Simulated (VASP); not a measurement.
Here is a VASP 6.6.1 calculation.

File INCAR:

```
SYSTEM = TaN
  PREC = Accurate
  ENCUT = 600
  EDIFF = 1E-6
  ISMEAR = 0
  SIGMA = 0.1
  LREAL = .FALSE.
  LASPH = .TRUE.
  NELM = 100
  ALGO = Normal
  ISIF = 3
  LWAVE = .FALSE.
  LCHARG = .FALSE.
  GGA = PS
  IBRION = 2
  NSW = 100
  EDIFFG = -0.005
```

The input KPOINTS:

```
Automatic mesh
0
G
  15 15 8
  0 0 0
```

Contents of POSCAR:

```
TaN
1.0
    3.1245262603      0.0000000000      0.0000000000
   -1.5622631302      2.7059191162      0.0000000000
    0.0000000000      0.0000000000      6.0451129496
Ta N
2 2
Direct
    0.3333333333      0.6666666667      0.0299411272
    0.6666666667      0.3333333333      0.5299411272
    0.3333333333      0.6666666667      0.3550588728
    0.6666666667      0.3333333333      0.8550588728
```

Potentials or basis: VASP PAW PBE potentials, release 64 (Ta_pv, N).

The run is started by

```sh
$ cat potpaw_PBE.64/Ta_pv/POTCAR potpaw_PBE.64/N/POTCAR > POTCAR
$ mpirun -np 1 vasp_std > vasp.out
```

(1) Predict the relaxed cell.

(2) What does it give for the space group after relaxing (to 0.1 Å)?

(3) Predict the band gap on the k mesh.

Results:

(1) a = 3.123 Å, b = 3.123 Å, c = 6.061 Å, α = 90.00°, β = 90.00°, γ = 120.00°.

(2) P6_3mc (No. 186).

(3) zero (bands 16 and 17 overlap by 0.35 eV).

Caveat: spin-orbit coupling is left out, which moves the levels of the heavy elements.
